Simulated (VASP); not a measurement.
Input of a VASP 6.6.1 run:

The input POSCAR:

```
V
1.0
   -1.4890881935      1.4890881935      1.4890881935
    1.4890881935     -1.4890881935      1.4890881935
    1.4890881935      1.4890881935     -1.4890881935
V
1
Direct
    0.0000000000      0.0000000000      0.0000000000
```

The input INCAR.step1:

```
PREC     = Accurate       # precision mode
ENCUT    = 520            # plane-wave cutoff, eV
ISMEAR   = 0              # smearing method
SIGMA    = 0.1            # smearing width, eV
LREAL    = F              # projectors in reciprocal space
LASPH    = T              # aspherical terms in the spheres
NELM     = 150            # most SCF steps
ISPIN    = 2              # spin polarisation
MAGMOM   = 0.58           # initial moments
LMAXMIX  = 4              # l up to which the mixer works
NBANDS   = 16             # bands
GGA      = PE             # functional
ALGO     = Normal         # electronic algorithm
EDIFF    = 1E-4           # SCF threshold, eV
LWAVE    = T              # write WAVECAR
LCHARG   = F              # write CHGCAR
```

The input INCAR.step2:

```
PREC     = Accurate       # precision mode
ENCUT    = 520            # plane-wave cutoff, eV
EDIFF    = 1E-6           # SCF threshold, eV
ISMEAR   = 0              # smearing method
SIGMA    = 0.1            # smearing width, eV
LREAL    = F              # projectors in reciprocal space
LASPH    = T              # aspherical terms in the spheres
NELM     = 150            # most SCF steps
ALGO     = Normal         # electronic algorithm
ISIF     = 2              # what is computed and relaxed
LWAVE    = F              # write WAVECAR
LCHARG   = F              # write CHGCAR
ISPIN    = 2              # spin polarisation
MAGMOM   = 0.58           # initial moments
LORBIT   = 11             # projections on sites
LMAXMIX  = 4              # l up to which the mixer works
METAGGA  = R2SCAN         # meta-GGA
LMIXTAU  = T            
NBANDS   = 16             # bands
ISTART   = 1
```

File KPOINTS:

```
regular mesh
0
Gamma
  8 8 8
```

Potentials or basis: VASP PAW PBE potentials, release 64 (V_sv).

Run with:

```bash
$ cat potpaw_PBE.64/V_sv/POTCAR > POTCAR
$ cp INCAR.step1 INCAR
$ mpirun -np 1 vasp_std > vasp.out
$ cp INCAR.step2 INCAR
$ mpirun -np 1 vasp_std > vasp.out
```

(1) Predict the pressure.

(2) Predict the net moment.

Results:

(1) 0.2 GPa.

(2) 0.00 μB per cell.

Caveat: the k points lie up to 0.37 Å⁻¹ apart; the PAW data sets were made with another functional, which shifts forces and pressure a little.
